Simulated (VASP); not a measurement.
ZnO (pbe), 4 atoms in the cell. Symmetry: P6_3mc, No. 186, hexagonal system. The conventional cell has a = 3.280 Å, b = 3.280 Å, c = 5.294 Å, α = 90.00°, β = 90.00°, γ = 120.00°. Within 2.6 Å of Zn (site symmetry 3m) lie 4 O at 2.00 to 2.01 Å. Within 2.6 Å of O (site symmetry 3m) lie 4 Zn at 2.00 to 2.01 Å. 

- Program: VASP 6.6.1
- Task: single point
- Functional: PBE
- Potentials or basis: VASP PAW PBE potentials, release 64 (Zn, O)
- Cutoff: 520 eV
- k mesh: 9 × 9 × 6
- Occupations: gaussian, width 0.02 eV
- Spin: no spin polarisation
- Dipole correction: no
- Further INCAR settings: ALGO = Normal; EDIFF = 1e-07; NBANDS = 26

Potentials or basis: VASP PAW PBE potentials, release 64 (Zn, O).

Run with:

```console
$ cat potpaw_PBE.64/Zn/POTCAR potpaw_PBE.64/O/POTCAR > POTCAR
$ mpirun -np 1 vasp_std > vasp.out
```

Hardware: 1 thread of Intel(R) Xeon(R) Platinum 8375C CPU @ 2.90GHz (Ice Lake), on a shared host.

Q: Estimate the wall time of this run.

A: Run time: 50 s on 1 thread of Intel(R) Xeon(R) Platinum 8375C CPU @ 2.90GHz (Ice Lake) (shared host), peak memory 0.19 GiB. Counts: scf iterations 17, k points 48.
